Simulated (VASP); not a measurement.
CO2, 18 atoms in the cell. The cell holds a disordered packing, 18 atoms: a = 7.343 Å, b = 7.343 Å, c = 7.343 Å, α = 90.00°, β = 90.00°, γ = 90.00°. 

* Program: VASP 6.6.1
* Task: single point
* Functional: PBE
* Dispersion: D3(BJ)
* Potentials or basis: VASP PAW PBE potentials, release 64 (C_h, O_h)
* Cutoff: 1000 eV
* k mesh: 1 × 1 × 1
* Occupations: fermi-dirac, width 0.02 eV
* Spin: no spin polarisation
* Dipole correction: no
* Further INCAR settings: LREAL = Auto; ALGO = Normal; EDIFF = 1e-06; NBANDS = 63

Potentials or basis: VASP PAW PBE potentials, release 64 (C_h, O_h).

Run with:

```sh
$ cat potpaw_PBE.64/C_h/POTCAR potpaw_PBE.64/O_h/POTCAR > POTCAR
$ mpirun -np 1 vasp_gam > vasp.out
```

Hardware: 1 thread of AMD EPYC 7571, with other jobs on the host.

Question: How long does it take, and how much memory?

Answer: Run time: 3.3 min on 1 thread of AMD EPYC 7571, on a shared host, peak memory 0.87 GiB. Counts: scf iterations 16, k points 1.
